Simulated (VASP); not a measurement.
A run of VASP 6.6.1 is set up as follows.

The input INCAR:

```
SYSTEM = MgO
ALGO = Normal
EDIFF = 1E-6
ENCUT = 750
GGA = CA
GGA_COMPAT = .False.
ISIF = 2
ISMEAR = 0
ISYM = 0
LASPH = .True.
LCHARG = .True.
LELF = .True.
LREAL = .False.
LVHAR = .True.
LWAVE = .False.
NBANDS = 60
NELM = 120
PREC = Accurate
SIGMA = 0.05
```

KPOINTS

```
k-points
0
Gamma
  9 9 2
  0 0 0
```

File POSCAR:

```
MgO
1.0
    2.0806186598     -2.0806186598      0.0000000000
    2.0806186598      0.0000000000     -2.0806186598
    9.3627839690      8.3224746391      7.2821653092
Mg O
6 6
Direct
    1.0000000000     -0.1875000000      0.3750000000
    0.3333333333      0.2291666667      0.2083333333
    0.6666666667      0.3958333333      0.5416666667
    1.0000000000      0.5625000000      0.8750000000
    0.3333333333     -0.0208333333      0.7083333333
    0.6666666667      0.6458333333      0.0416666667
    0.6666666667      0.5208333333      0.2916666667
    0.0000000000     -0.0625000000      0.1250000000
    0.3333333333      0.1041666667      0.4583333333
    0.6666666667      0.2708333333      0.7916666667
    1.0000000000      0.6875000000      0.6250000000
    0.3333333333     -0.1458333333      0.9583333333
```

Potentials or basis: VASP PAW LDA potentials, release 64 (Mg_sv, O).

The run is started by

```bash
$ cat potpaw_LDA.64/Mg_sv/POTCAR potpaw_LDA.64/O/POTCAR > POTCAR
$ mpirun -np 1 vasp_std > vasp.out
```

Question: What does it give for the largest force?

Answer: 17.112 eV/Å.

Question: What does it give for the pressure?

Answer: 12.7 GPa.

Question: What does it give for the band gap on the k mesh?

Answer: 4.44 eV.

Stress tensor (GPa, compression positive):
```
17.95  2.06 18.79
 2.06  2.31  2.06
18.79  2.06 17.94
```

Caveat: the cell stands under pressure; an odd mesh through Γ misses points on the zone boundary, where band edges can lie; forces of over 1 eV/Å act on the atoms, so gaps and moduli don't describe the material at rest.
